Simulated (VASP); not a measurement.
Input of a VASP 6.6.1 run:

Contents of INCAR:

```
SYSTEM = P
ALGO = Normal
EDIFF = 1E-6
ENCUT = 400
GGA = PE
GGA_COMPAT = .False.
ISIF = 2
ISMEAR = -1
ISYM = -1
IVDW = 12
LASPH = .True.
LCHARG = .False.
LREAL = Auto
LWAVE = .False.
NBANDS = 54
NELM = 120
PREC = Accurate
SIGMA = 0.2241
```

KPOINTS

```
explicit points
4
Reciprocal
  0.25000000   0.25000000   0.25000000 2
  0.25000000   0.25000000   0.75000000 2
  0.25000000   0.75000000   0.25000000 2
  0.25000000   0.75000000   0.75000000 2
```

POSCAR

```
P
1.0
   -3.5628635720     -6.1710607271      0.0000000000
   -7.1257271440      0.0000000000      0.0000000000
   -3.5628635720     -2.0570202424     -6.4614128885
P
16
Direct
    0.6464123325      0.5828995121      0.1152230964
    0.6521882086      0.0546942737      0.1749982580
    0.1264139058      0.6329977730      0.2068993304
    0.6526011319      0.6228400127      0.6338497587
    0.1571585908      0.1244430291      0.1477262042
    0.5788682777      0.1035127491      0.6336163732
    0.0962104110      0.6503405585      0.6724725807
    0.0924108919      0.1769573173      0.6757059292
    0.8486849781      0.8751998109      0.3829818714
    0.8761085535      0.3899155265      0.3378148151
    0.4191793202      0.8578385186      0.3302820972
    0.8426653347      0.9108031526      0.8650352634
    0.4112790380      0.3416113831      0.3428931161
    0.8887339599      0.4446537676      0.8205129577
    0.3672525031      0.8867717770      0.8170612358
    0.3438328728      0.3445208037      0.8429267861
```

Potentials or basis: VASP PAW PBE potentials, release 64 (P).

Run with:

```sh
$ cat potpaw_PBE.64/P/POTCAR > POTCAR
$ mpirun -np 1 vasp_std > vasp.out
```

**Question.** Predict the dispersion energy per atom.

**Answer.** -0.395 eV.

**Question.** What does it give for the largest force?

**Answer.** 2.104 eV/Å.

Forces in eV/Å, atoms in the order of the input:
```
P   -1.441 -0.282 -1.220
P   -0.375  1.165  0.550
P    1.540  0.567  0.338
P   -0.213  0.846  0.033
P   -0.168  0.351 -0.235
P   -1.682 -0.457 -0.792
P   -0.505 -0.620 -0.174
P    1.922 -0.252  0.818
P    0.293 -1.192 -0.869
P    0.209 -0.863  1.121
P    0.146  0.707  0.675
P    0.552 -0.222  0.713
P   -0.302  0.617  0.048
P    0.765  0.746 -0.761
P   -0.011 -0.410 -0.114
P   -0.731 -0.699 -0.130
```

Caveat: the cell stands under tension; the atoms stand as in a frame of molecular dynamics; forces of over 1 eV/Å act on the atoms, so gaps and moduli don't describe the material at rest.
